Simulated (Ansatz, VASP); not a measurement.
**ScAl3N4 in VASP and in Ansatz**

```
Sc Al N
1.0
     2.98404    1.72284    2.43456
    -2.98404    1.72284    2.43456
     0.00000   -3.44567    2.43456
Sc Al N
1 3 4
Direct
  0.50000 0.50000 0.50000
  0.00000 0.00000 0.50000
  0.50000 0.00000 0.00000
  0.00000 0.50000 0.00000
  0.50000 0.50000 0.00000
  0.00000 0.50000 0.50000
  0.50000 0.00000 0.50000
  0.00000 0.00000 0.00000
```

Alike in both runs: functional PBE; k mesh 3 × 3 × 3; occupations gaussian, width 0.15 eV; no spin polarisation.

Ansatz relaxed the structure, and its values are those at the end. VASP's run is a single point on that final structure, the one shown.

|  | VASP | Ansatz |
| --- | --- | --- |
| version | VASP 6.6.1 | Ansatz 0.2.0 |
| potentials or method | VASP PAW PBE potentials, release 64 (Sc_sv, Al, N), cutoff 600 eV | scalar-relativistic, plane waves, PAW |
| valence electrons in the cell | 40 | 40 |

```csv
,VASP,Ansatz,Ansatz less VASP
gap on the k mesh at the Fermi level (eV),2.05,2.07,+0.021
least direct gap on the mesh (eV),2.05,2.07,+0.021
pressure (GPa),-0.1,-0.3,-0.25
```

The k mesh is coarse, so the values compare programs but aren't converged.
